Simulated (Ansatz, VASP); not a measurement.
CdSe in VASP and in Ansatz

```
Cd Se
1.0
     4.28792    0.00000    0.00000
    -2.14396    3.71345    0.00000
     0.00000    0.00000    9.94966
Cd Se
3 3
Direct
  0.00000 0.50000 0.16667
  0.50000 0.50000 0.83333
  0.50000 0.00000 0.50000
  0.50000 0.50000 0.33333
  0.50000 0.00000 0.00000
  0.00000 0.50000 0.66667
```

Alike in both runs: functional PBE; k mesh 12 × 12 × 4; occupations gaussian, width 0.1 eV; no spin polarisation.

Ansatz relaxed the structure, and its values are those at the end. VASP's run is a single point on that final structure, the one shown.

|  | VASP | Ansatz |
| --- | --- | --- |
| version | VASP 6.6.1 | Ansatz 0.2.0 |
| potentials or method | VASP PAW PBE potentials, release 64 (Cd, Se), cutoff 520 eV | scalar-relativistic, plane waves, PAW |
| valence electrons in the cell | 54 | 108 |

|  | VASP | Ansatz | Ansatz less VASP |
| --- | --- | --- | --- |
| gap on the k mesh at the Fermi level (eV) | none | none | - |
| pressure (GPa) | 0.3 | 0.0 | -0.29 |

A gap of «none» marks a metal or a gap that the smearing closes. VASP's potentials hold 54 valence electrons a cell and Ansatz's 108, so a difference there can come from the potentials and not from the codes.
